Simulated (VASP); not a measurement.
A run of VASP 6.6.1 is set up as follows.

File INCAR:

```
ALGO = Normal ; EDIFF = 1E-6
ENCUT = 520 ; GGA = PE
ISIF = 2 ; ISMEAR = 0
LASPH = T ; LCHARG = F
LREAL = F ; LWAVE = F
NBANDS = 11 ; NELM = 60
PREC = Accurate ; SIGMA = 0.01
```

File KPOINTS:

```
k-points
0
Gamma
  6 6 6
```

The input POSCAR:

```
BAs
1.0
    0.0000000000      2.3918699019      2.3918699019
    2.3918699019      0.0000000000      2.3918699019
    2.3918699019      2.3918699019      0.0000000000
B As
1 1
Direct
    0.0000000000      0.0000000000      0.0000000000
    0.2500000000      0.2500000000      0.2500000000
```

Potentials or basis: VASP PAW PBE potentials, release 64 (B, As).

The run is started by

```bash
$ cat potpaw_PBE.64/B/POTCAR potpaw_PBE.64/As/POTCAR > POTCAR
$ mpirun -np 1 vasp_std > vasp.out
```

(1) What does it give for the band gap on the k mesh?

(2) Estimate the pressure.

## Answers

(1) 1.28 eV, indirect (least direct gap 3.27 eV).

(2) 2.8 GPa.
